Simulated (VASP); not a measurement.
Input of a VASP 6.6.1 run:

The input INCAR:

```
SYSTEM = Hg
PREC = Accurate
ENCUT = 520
EDIFF = 1E-6
ISMEAR = -1
SIGMA = 0.05
LREAL = .FALSE.
LASPH = .TRUE.
NELM = 60
ALGO = Fast
ISIF = 2
LWAVE = .FALSE.
LCHARG = .FALSE.
GGA = PE
NBANDS = 19
```

KPOINTS

```
regular mesh
0
G
  10 10 10
  0 0 0
```

POSCAR

```
Hg
1.0
   -2.9297541400      2.9297541400      1.5725525500
    2.9297541400     -2.9297541400      1.5725525500
    2.9297541400      2.9297541400     -1.5725525500
Hg
2
Direct
    0.0000000000      0.0000000000      0.0000000000
    0.7500000000      0.2500000000      0.5000000000
```

Potentials or basis: VASP PAW PBE potentials, release 64 (Hg).

The run is started by

```console
$ cat potpaw_PBE.64/Hg/POTCAR > POTCAR
$ mpirun -np 1 vasp_std > vasp.out
```

What does it give for the pressure?

1.7 GPa.

What does it give for the band gap on the k mesh?

Zero (band 12 reaches 4.18 eV, above the bottom of band 13 at 0.34 eV).

Stress tensor (GPa, compression positive):
```
1.77 0.00 0.00
0.00 1.77 0.00
0.00 0.00 1.60
```

Caveat: spin-orbit coupling is left out, which moves the levels of the heavy elements.
